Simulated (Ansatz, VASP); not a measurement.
# WC in VASP and in Ansatz

```
CELL_PARAMETERS angstrom
2.89875 0.00000 0.00000
-1.44937 2.51039 0.00000
0.00000 0.00000 2.82684
ATOMIC_POSITIONS crystal
W 0.00000 0.00000 0.00000
C 0.33333 0.66667 0.50000
```

Alike in both runs: functional PBEsol; k mesh 15 × 15 × 15; occupations gaussian, width 0.1 eV; no spin polarisation.

Ansatz relaxed the structure, and its values are those at the end. VASP's run is a single point on that final structure, the one shown.

|  | VASP | Ansatz |
| --- | --- | --- |
| version | VASP 6.6.1 | Ansatz 0.2.0 |
| potentials or method | VASP PAW PBE potentials, release 64 (W_sv, C) | scalar-relativistic, plane waves, PAW |
| plane-wave cutoff (eV) | 520 | 420 |
| valence electrons in the cell | 18 | 18 |

VASP gave:

- gap on the k mesh at the Fermi level (eV): none
- pressure (GPa): 1.3

Problem. Which values does Ansatz return?

Solution. gap on the k mesh at the Fermi level (eV): none; pressure (GPa): 0.0.

VASP's potentials were made for PBE, not for PBEsol. A gap of «none» marks a metal or a gap that the smearing closes. With one functional, cell and mesh, what is left measures potentials, basis and numerics.

Spin-orbit coupling is off throughout.
